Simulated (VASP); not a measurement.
A run of VASP 6.6.1 is set up as follows.

The input INCAR:

```
PREC = Accurate
ENCUT = 520
EDIFF = 1E-6
ISMEAR = 0
SIGMA = 0.02
LREAL = False
LASPH = True
NELM = 60
ALGO = Normal
ISIF = 2
LWAVE = False
LCHARG = False
GGA = CA
NBANDS = 25
```

KPOINTS

```
Automatic mesh
0
Gamma
  8 8 8
```

Contents of POSCAR:

```
SiO2
1.0
   -2.3740500000      2.3740500000      3.7440000000
    2.3740500000     -2.3740500000      3.7440000000
    2.3740500000      2.3740500000     -3.7440000000
Si O
2 4
Direct
    0.0000000000      0.0000000000      0.0000000000
    0.7500000000      0.2500000000      0.5000000000
    0.9983800000      0.6250000000      0.8733800000
    0.3750000000      0.2483800000      0.3733800000
    0.7516200000      0.1250000000      0.1266200000
    0.8750000000      0.0016200000      0.6266200000
```

Potentials or basis: VASP PAW LDA potentials, release 64 (Si, O).

Launch:

```console
$ cat potpaw_LDA.64/Si/POTCAR potpaw_LDA.64/O/POTCAR > POTCAR
$ mpirun -np 1 vasp_std > vasp.out
```

Task: Predict the band gap on the k mesh.

Result: 5.82 eV, direct.

Task: Predict the largest force.

Result: 0.252 eV/Å.

Task: Estimate the pressure.

Result: -2.3 GPa.

Stress tensor (GPa, compression positive):
```
-1.71  0.00  0.00
 0.00 -1.71  0.00
 0.00  0.00 -3.63
```

A k mesh can miss the band edges.
